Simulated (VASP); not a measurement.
**Cu: electric field gradients with PBE**

Cu:

```
CELL_PARAMETERS angstrom
0.00000 1.77060 1.77060
1.77060 0.00000 1.77060
1.77060 1.77060 0.00000
ATOMIC_POSITIONS crystal
Cu 0.00000 0.00000 0.00000
```

This cell differs from its parent crystal: volume scaled by 0.94.

- Program: VASP 6.6.1
- Task: electric field gradients
- Functional: PBE
- Potentials or basis: VASP PAW PBE potentials, release 64 (Cu)
- Cutoff: 520 eV
- k mesh: 19 × 19 × 19
- Occupations: fermi-dirac, width 0.08 eV
- Spin: no spin polarisation
- Dipole correction: no
- Further INCAR settings: ALGO = Normal; EDIFF = 1e-08; NBANDS = 12

* Pressure: 13.0 GPa

Levels at points of the mesh, in eV from the Fermi level:
| k point | band 4 | band 5 | band 6 | band 7 | band 8 | band 9 |
| --- | --- | --- | --- | --- | --- | --- |
| (0.00, 0.00, 0.00) | -3.29 | -2.38 | -2.38 | 23.03 | 26.16 | 26.16 |

It took 21 s on 1 thread of Intel(R) Xeon(R) Platinum 8375C CPU @ 2.90GHz (Ice Lake), on a shared host, peak memory 0.14 GiB.

Caveat: without QUAD_EFG the Cq values of the log hold for a quadrupole moment of 1 mb, not for the nuclei.
